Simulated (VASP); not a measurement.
A run of VASP 6.6.1:

File INCAR:

```
ALGO = Normal
EDIFF = 1E-6
ENCUT = 520
GGA = PS
ISIF = 2
ISMEAR = -1
LASPH = T
LCHARG = F
LREAL = F
LWAVE = F
NBANDS = 18
NELM = 100
PREC = Accurate
SIGMA = 0.1
```

Contents of KPOINTS:

```
k-points
0
Gamma
  9 9 6
```

POSCAR

```
CuPd
1.0
    1.5173300000     -2.1969700000      0.0000000000
    1.5173300000      2.1969700000      0.0000000000
    0.0000000000      0.0000000000      4.1880000000
Cu Pd
1 1
Direct
    0.0000000000      0.0000000000      0.0000000000
    0.5000000000      0.5000000000      0.5000000000
```

Potentials or basis: VASP PAW PBE potentials, release 64 (Cu, Pd).

Command:

```bash
$ cat potpaw_PBE.64/Cu/POTCAR potpaw_PBE.64/Pd/POTCAR > POTCAR
$ mpirun -np 1 vasp_std > vasp.out
```

Hardware: 1 thread of AMD EPYC 7R43 64-Core Processor (Zen 3), with other jobs on the host.

Task: Estimate the wall time of this run.

Result: Run time: 36 s on 1 thread of AMD EPYC 7R43 64-Core Processor (Zen 3), on a shared host, peak memory 0.14 GiB. Counts: scf iterations 14, k points 100.
